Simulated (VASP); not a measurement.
# LiPtSe2 (P6_3/mmc) in VASP: settings compared

LiPtSe2 is run at these levels: PBE, PBEsol, r2SCAN; tasks: single point.

All numbers are computed with VASP 6.6.1; they aren't measurements. Logs are shortened: lines on timing, memory, paths and dates and some standing lists are left out, and cuts for length are marked.

## Step 1: The cell of the first run

The structure is hexagonal, space group P6_3/mmc (No. 194). The conventional cell has a = 3.724 Å, b = 3.724 Å, c = 9.462 Å, α = 90.00°, β = 90.00°, γ = 120.00°. Within 3.1 Å of Li (site symmetry -6m2) lie 2 Pt at 2.37 Å and 6 Se at 2.42 Å. Within 3.1 Å of Pt (site symmetry -3m) lie 2 Li at 2.37 Å and 6 Se at 2.49 Å. Se (site symmetry 3m) has 1 Se at 2.20 Å and 3 Li at 2.42 Å and 3 Pt at 2.49 Å within 2.9 Å.

## Step 2: Single point, PBE

File INCAR:

```
ALGO = Normal
EDIFF = 1E-6
ENCUT = 520
GGA = PE
ISIF = 2
ISMEAR = 0
LASPH = True
LCHARG = False
LREAL = False
LWAVE = False
NBANDS = 35
NELM = 100
PREC = Accurate
SIGMA = 0.1
```

File KPOINTS:

```
k-points
0
Gamma
  6 6 2
```

File POSCAR:

```
LiPtSe2
1.0
    3.7240006700      0.0000000000      0.0000000000
   -1.8620003400      3.2250791900      0.0000000000
    0.0000000000      0.0000000000      9.4619998000
Li Pt Se
2 2 4
Direct
    0.0000000000      0.0000000000      0.2500000000
    0.0000000000      0.0000000000      0.7500000000
    0.0000000000      0.0000000000      0.0000000000
    0.0000000000      0.0000000000      0.5000000000
    0.3333333300      0.6666666700      0.1337455100
    0.6666666700      0.3333333300      0.8662544900
    0.6666666700      0.3333333300      0.6337455100
    0.3333333300      0.6666666700      0.3662544900
```

Potentials or basis: VASP PAW PBE potentials, release 64 (Li_sv, Pt, Se).

On the command line:

```sh
> cat potpaw_PBE.64/Li_sv/POTCAR potpaw_PBE.64/Pt/POTCAR potpaw_PBE.64/Se/POTCAR > POTCAR
> mpirun -np 1 vasp_std > vasp.out
```

OUTCAR:

```text
EDIFF = 1E-6
   ENCUT = 520
   GGA = PE
   ISIF = 2
   ISMEAR = 0
   LASPH = True
   LREAL = False
   NELM = 100
   PREC = Accurate

 ion  position               nearest neighbor table
   1  0.000  0.000  0.250-   3 2.37   4 2.37   5 2.42   8 2.42   5 2.42   8 2.42   5 2.42   8 2.42

   2  0.000  0.000  0.750-   3 2.37   4 2.37   6 2.42   7 2.42   6 2.42   7 2.42   6 2.42   7 2.42

   3  0.000  0.000  0.000-   1 2.37   2 2.37   5 2.49   6 2.49   6 2.49   5 2.49   6 2.49   5 2.49

   4  0.000  0.000  0.500-   1 2.37   2 2.37   7 2.49   8 2.49   7 2.49   8 2.49   7 2.49   8 2.49

   5  0.333  0.667  0.134-   8 2.20   1 2.42   1 2.42   1 2.42   3 2.49   3 2.49   3 2.49
   6  0.667  0.333  0.866-   7 2.20   2 2.42   2 2.42   2 2.42   3 2.49   3 2.49   3 2.49
   7  0.667  0.333  0.634-   6 2.20   2 2.42   2 2.42   2 2.42   4 2.49   4 2.49   4 2.49
   8  0.333  0.667  0.366-   5 2.20   1 2.42   1 2.42   1 2.42   4 2.49   4 2.49   4 2.49

  LATTYP: Found a hexagonal cell.
 ALAT       =     3.7240006700
 C/A-ratio  =     2.5408158157

  Lattice vectors:

 A1 = (   3.7240006700,   0.0000000000,   0.0000000000)
 A2 = (  -1.8620003400,   3.2250791900,   0.0000000000)
 A3 = (   0.0000000000,   0.0000000000,   9.4619998000)

Analysis of symmetry for initial positions (statically):
=====================================================================
 Subroutine PRICEL returns:
 Original cell was already a primitive cell.

 Routine SETGRP: Setting up the symmetry group for a
 hexagonal supercell.

 Subroutine GETGRP returns: Found 24 space group operations
 (whereof 12 operations were pure point group operations)
 out of a pool of 24 trial point group operations.

The static configuration has the point symmetry D_3d.
 The point group associated with its full space group is D_6h.

Analysis of symmetry for dynamics (positions and initial velocities):
=====================================================================
 Subroutine PRICEL returns:
 Original cell was already a primitive cell.

 Routine SETGRP: Setting up the symmetry group for a
 hexagonal supercell.

 Subroutine GETGRP returns: Found 24 space group operations
 (whereof 12 operations were pure point group operations)
 out of a pool of 24 trial point group operations.

The dynamic configuration has the point symmetry D_3d.
 The point group associated with its full space group is D_6h.

 Subroutine INISYM returns: Found 24 space group operations
 (whereof 12 operations are pure point group operations),
 and found     1 'primitive' translations

----------------------------------------------------------------------------------------

                                     Primitive cell

  volume of cell :     113.6405

  direct lattice vectors                    reciprocal lattice vectors
     3.724000670  0.000000000  0.000000000     0.268528416  0.155034953  0.000000000
    -1.862000340  3.225079190  0.000000000     0.000000000  0.310069906  0.000000000
     0.000000000  0.000000000  9.461999800     0.000000000  0.000000000  0.105685904

  length of vectors
     3.724000670  3.724000678  9.461999800     0.310069906  0.310069906  0.105685904

  position of ions in fractional coordinates (direct lattice)
     0.000000000  0.000000000  0.250000000
     0.000000000  0.000000000  0.750000000
     0.000000000  0.000000000  0.000000000
     0.000000000  0.000000000  0.500000000
     0.333333330  0.666666670  0.133745510
     0.666666670  0.333333330  0.866254490
     0.666666670  0.333333330  0.633745510
     0.333333330  0.666666670  0.366254490

  ion indices of the primitive-cell ions
   primitive index   ion index
                 1           1
                 2           2
                 3           3
                 4           4
                 5           5
                 6           6
                 7           7
                 8           8

----------------------------------------------------------------------------------------

 KPOINTS: k-points

Automatic generation of k-mesh.
 Grid dimensions read from file:
 generate k-points for:    6    6    2

 Generating k-lattice:

  Cartesian coordinates                     Fractional coordinates (reciprocal lattice)
     0.044754736  0.025839159  0.000000000     0.166666667 -0.000000000  0.000000000
     0.000000000  0.051678318  0.000000000     0.000000000  0.166666667  0.000000000
     0.000000000  0.000000000  0.052842952     0.000000000  0.000000000  0.500000000

  Length of vectors
     0.051678318  0.051678318  0.052842952

  Shift w.r.t. Gamma in fractional coordinates (k-lattice)
     0.000000000  0.000000000  0.000000000

 Subroutine IBZKPT returns following result:
 ===========================================

 Found     14 irreducible k-points:

 Following reciprocal coordinates:
            Coordinates               Weight
  0.000000  0.000000  0.000000      1.000000
  0.166667  0.000000  0.000000      6.000000
  0.333333  0.000000  0.000000      6.000000
  0.500000 -0.000000  0.000000      3.000000
  0.166667  0.166667  0.000000      6.000000
  0.333333  0.166667  0.000000     12.000000
  0.333333  0.333333  0.000000      2.000000
  0.000000  0.000000  0.500000      1.000000
  0.166667  0.000000  0.500000      6.000000
  0.333333  0.000000  0.500000      6.000000
  0.500000 -0.000000  0.500000      3.000000
  0.166667  0.166667  0.500000      6.000000
  0.333333  0.166667  0.500000     12.000000
  0.333333  0.333333  0.500000      2.000000
   k-points           NKPTS =     14   k-points in BZ     NKDIM =     14   number of bands    NBANDS=     35
   number of dos      NEDOS =    301   number of ions     NIONS =      8
   total plane-waves  NPLWV =  54880
   dimension x,y,z NGX =    28 NGY =   28 NGZ =   70
   dimension x,y,z NGXF=    56 NGYF=   56 NGZF=  140
   ions per type =               2   2   4
   NGX,Y,Z   is equivalent  to a cutoff of  12.50, 12.50, 12.30 a.u.
   NGXF,Y,Z  is equivalent  to a cutoff of  25.00, 25.00, 24.60 a.u.
 SYSTEM =  unknown system
   PREC   = accura    normal or accurate (medium, high low for compatibility)
   ISTART =      0    job   : 0-new  1-cont  2-samecut
   ICHARG =      2    charge: 1-file 2-atom 10-const
   ISPIN  =      1    spin polarized calculation?
   LNONCOLLINEAR =      F non collinear calculations
   LSORBIT =      F    spin-orbit coupling
   LASPH  =      T    aspherical Exc in radial PAW
   ENCUT  =  520.0 eV  38.22 Ry    6.18 a.u.   6.92  6.92 17.59*2*pi/ulx,y,z
   NELM   =    100;   NELMIN=  2; NELMDL= -5     # of ELM steps
   EDIFF  = 0.1E-05   stopping-criterion for ELM
   LREAL  =      F    real-space projection
[... 7 lines left out ...]
   TEBEG  =    0.0;   TEEND  =   0.0 temperature during run
   PSTRESS=    0.0 pullay stress
   NELECT =      50.0000    total number of electrons
   NUPDOWN=      -1.0000    fix difference up-down
   EMIN   =  10.00;   EMAX   =-10.00  energy-range for DOS
   EFERMI =   0.00;   METHOD = LEGACY
   ISMEAR =     0;   SIGMA  =   0.10  broadening in eV -4-tet -1-fermi 0-gaus
   EFERMI_NEDOS =   21; number of points for ismear=-14 and -15
   IALGO  =     38    algorithm
   IMIX   =      4    mixing-type and parameters
     AMIX     =   0.40;   BMIX     =  1.00
     AMIX_MAG =   1.60;   BMIX_MAG =  1.00
  volume/ion in A,a.u.               =      14.21        95.86
  Fermi-wavevector in a.u.,A,eV,Ry     =   1.245147  2.352986 21.094336  1.550390
  Thomas-Fermi vector in A             =   2.379382
   LORBIT       =      0    0 simple, 1 ext, 2 COOP (PROOUT), +10 PAW based schemes
   GGA     = PE    functional components
   LHFCALC =     F    Hartree Fock is set to
   AEXX    =    0.0000 exact exchange contribution
   IVDW    =     0    specifies the selected vdW correction
   LEPSILON=     F    determine dielectric tensor
   LRPA    =     F    only Hartree local field effects (RPA)
 non-spin polarized calculation
 Gauss-broadening in eV      SIGMA  =   0.10
  energy-cutoff  :      520.00
  volume of cell :      113.64
 maximum number of plane-waves:      3078
 NGX is ok and might be reduce to    28
   NGX = 13   NGY = 13   NGZ = 35

 number of electron      50.0000017 magnetization

 Free energy of the ion-electron system (eV)
  ---------------------------------------------------
  ext. energy  EPLUGINS =         0.00000000
  ---------------------------------------------------
  free energy    TOTEN  =       -27.82553695 eV

  energy without entropy =      -27.79528449  energy(sigma->0) =      -27.81041072

 E-fermi :   9.5429     XC(G=0): -11.4593

 val. band max:        9.4943420012   @ k =   0.0000   0.0000   0.5000
 cond. band min:       9.5466929897   @ k =   0.3333   0.1667   0.5000
 fundamental gap:      0.0523509886
 Fermi energy:         9.5428925553

 k-point     1 :       0.0000    0.0000    0.0000
  band No.  band energies     occupation
      1     -37.6606      2.00000
      2     -37.6582      2.00000
      3      -8.7456      2.00000
      4      -7.8483      2.00000
      5      -6.4269      2.00000
      6      -3.9587      2.00000
[... 27 lines left out ...]
     34      14.9229      0.00000
     35      14.9229      0.00000

 k-point     2 :       0.1667    0.0000    0.0000
  band No.  band energies     occupation
      1     -37.6599      2.00000
      2     -37.6575      2.00000
      3      -8.5502      2.00000
      4      -7.8145      2.00000
      5      -6.1031      2.00000
      6      -4.0462      2.00000
[... 27 lines left out ...]
     34      14.7824      0.00000
     35      15.4162      0.00000

 k-point     3 :       0.3333    0.0000    0.0000
  band No.  band energies     occupation
      1     -37.6585      2.00000
      2     -37.6561      2.00000
      3      -8.1067      2.00000
      4      -7.7522      2.00000
      5      -5.2943      2.00000
      6      -4.2425      2.00000
[... 27 lines left out ...]
     34      14.9802      0.00000
     35      15.8538      0.00000

 k-point     4 :       0.5000   -0.0000    0.0000
  band No.  band energies     occupation
      1     -37.6578      2.00000
      2     -37.6555      2.00000
      3      -7.8179      2.00000
      4      -7.7569      2.00000
      5      -4.6516      2.00000
      6      -4.4592      2.00000
[... 27 lines left out ...]
     34      14.7517      0.00000
     35      15.2671      0.00000

 k-point     5 :       0.1667    0.1667    0.0000
  band No.  band energies     occupation
      1     -37.6588      2.00000
      2     -37.6565      2.00000
      3      -8.2283      2.00000
      4      -7.7646      2.00000
      5      -5.5305      2.00000
      6      -4.1826      2.00000
[... 258 lines left out ...]
 k-point    12 :       0.1667    0.1667    0.5000
  band No.  band energies     occupation
      1     -37.6577      2.00000
      2     -37.6577      2.00000
      3      -8.0300      2.00000
      4      -8.0300      2.00000
      5      -4.8866      2.00000
      6      -4.8866      2.00000
[... 27 lines left out ...]
     34      14.7337      0.00000
     35      15.7600      0.00000

 k-point    13 :       0.3333    0.1667    0.5000
  band No.  band energies     occupation
      1     -37.6566      2.00000
      2     -37.6566      2.00000
      3      -7.7914      2.00000
      4      -7.7914      2.00000
      5      -4.5631      2.00000
      6      -4.5631      2.00000
[... 27 lines left out ...]
     34      15.6512      0.00000
     35      16.6219      0.00000

 k-point    14 :       0.3333    0.3333    0.5000
  band No.  band energies     occupation
      1     -37.6563      2.00000
      2     -37.6563      2.00000
      3      -7.7155      2.00000
      4      -7.7155      2.00000
      5      -4.4281      2.00000
      6      -4.4281      2.00000
[... 27 lines left out ...]
     34      16.5522      0.00000
     35      16.9411      0.00000

------------------------ aborting loop because EDIFF is reached ----------------------------------------

  FORCE on cell =-STRESS in cart. coord.  units (eV):
  Direction    XX          YY          ZZ          XY          YZ          ZX
  --------------------------------------------------------------------------------------
  -------------------------------------------------------------------------------------
  Total       26.4452179     26.4452180     49.7372434     -0.0000000      0.0000000      0.0000000
  in kB      372.8418581    372.8418595    701.2279631     -0.0000006      0.0000000      0.0000000
  external PRESSURE =     482.3038935 kB  Pullay stress =       0.0000000 kB

 VOLUME and BASIS-vectors are now :
 -----------------------------------------------------------------------------
  energy-cutoff  :      520.00
  volume of cell :      113.64
      direct lattice vectors                 reciprocal lattice vectors
     3.724000670  0.000000000  0.000000000     0.268528416  0.155034953  0.000000000
    -1.862000340  3.225079190  0.000000000     0.000000000  0.310069906  0.000000000
     0.000000000  0.000000000  9.461999800     0.000000000  0.000000000  0.105685904

 POSITION                                       TOTAL-FORCE (eV/Angst)
 -----------------------------------------------------------------------------------
      0.00000      0.00000      2.36550         0.000000     -0.000000      0.000000
      0.00000      0.00000      7.09650         0.000000     -0.000000     -0.000000
      0.00000      0.00000      0.00000         0.000000     -0.000000      0.000000
      0.00000      0.00000      4.73100         0.000000     -0.000000      0.000000
     -0.00000      2.15005      1.26550         0.000000     -0.000000     -3.705674
      1.86200      1.07503      8.19650        -0.000000      0.000000      3.705674
      1.86200      1.07503      5.99650        -0.000000      0.000000     -3.705674
     -0.00000      2.15005      3.46550         0.000000     -0.000000      3.705674
 -----------------------------------------------------------------------------------
    total drift:                               -0.000000     -0.000000      0.000000

  FREE ENERGIE OF THE ION-ELECTRON SYSTEM (eV)
  ---------------------------------------------------
  free  energy   TOTEN  =       -27.8255369522 eV

  energy  without entropy=      -27.7952844905  energy(sigma->0) =      -27.81041072
```

It took 29 s on 1 thread of Intel Xeon 6975P-C (Granite Rapids), shared host; peak memory 0.24 GiB.

What came out:

| Item | Value |
| --- | --- |
| Free energy | -27.8255 eV |
| Largest force | 3.706 eV/Å |
| Band gap on the k mesh | zero (bands 25 and 26 overlap by 1.94 eV) |

Forces in eV/Å, atoms in the order of the input:
```
Li   0.000  0.000  0.000
Li   0.000  0.000  0.000
Pt   0.000  0.000  0.000
Pt   0.000  0.000  0.000
Se   0.000  0.000 -3.706
Se   0.000  0.000  3.706
Se   0.000  0.000 -3.706
Se   0.000  0.000  3.706
```

Levels at points of the mesh, in eV from the Fermi level:
| k point | band 20 | band 21 | band 22 | band 23 | band 24 | band 25 | band 26 | band 27 | band 28 | band 29 |
| --- | --- | --- | --- | --- | --- | --- | --- | --- | --- | --- |
| (0.00, 0.00, 0.00) | -4.26 | -1.77 | -1.77 | -0.97 | -0.97 | -0.63 | 0.54 | 1.03 | 2.11 | 2.11 |
| (0.50, 0.00, 0.00) | -3.74 | -3.72 | -3.69 | -2.21 | -1.23 | -0.65 | 0.08 | 0.90 | 1.96 | 2.16 |
| (0.00, 0.00, 0.50) | -3.48 | -3.48 | -3.48 | -0.05 | -0.05 | 0.92 | 0.92 | 0.92 | 0.92 | 2.87 |
| (0.50, 0.00, 0.50) | -3.72 | -3.71 | -3.71 | -1.62 | -1.62 | 0.21 | 0.21 | 0.90 | 0.90 | 2.30 |

Caveat: the cutoff is under 1.25 times the usual one of these potentials, so pressure, stress and relaxed cells hold a basis-set (Pulay) error; spin-orbit coupling is left out, which moves the levels of the heavy elements; forces of over 1 eV/Å act on the atoms, so gaps and moduli don't describe the material at rest.

(Part 1 of 2 ends here.)

The gap in the log of VASP goes by the Fermi energy; the results here count the filled bands.